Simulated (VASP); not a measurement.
Here is a VASP 6.6.1 calculation.

Contents of INCAR:

```
SYSTEM = Ag
PREC = Accurate
ENCUT = 520
EDIFF = 1E-6
ISMEAR = 0
SIGMA = 0.15
LREAL = .False.
LASPH = .True.
NELM = 80
ALGO = Fast
ISIF = 2
LWAVE = .False.
LCHARG = .True.
GGA = PS
LELF = .True.
LVHAR = .True.
NBANDS = 12
```

The input KPOINTS:

```
Automatic mesh
0
Gamma
  20 20 20
  0 0 0
```

File POSCAR:

```
Ag
1.0
    0.0000000000      1.8796520000      2.1248240000
    1.8796520000      0.0000000000      2.1248240000
    1.8796520000      1.8796520000      0.0000000000
Ag
1
Direct
    0.0000000000      0.0000000000      0.0000000000
```

Potentials or basis: VASP PAW PBE potentials, release 64 (Ag).

Launch:

```console
$ cat potpaw_PBE.64/Ag/POTCAR > POTCAR
$ mpirun -np 1 vasp_std > vasp.out
```

**Question.** Estimate the band gap on the k mesh.

**Answer.** Zero (an odd number of electrons rules out a gap without spin polarisation).

**Question.** Predict the pressure.

**Answer.** 17.1 GPa.

Stress tensor (GPa, compression positive):
```
20.52  0.00  0.00
 0.00 20.52  0.00
 0.00  0.00 10.13
```

Caveat: the cell differs from its parent crystal (strain -0.080 along x and y, +0.040 along z); the cell stands under pressure; the PAW data sets were made with another functional, which shifts forces and pressure a little.
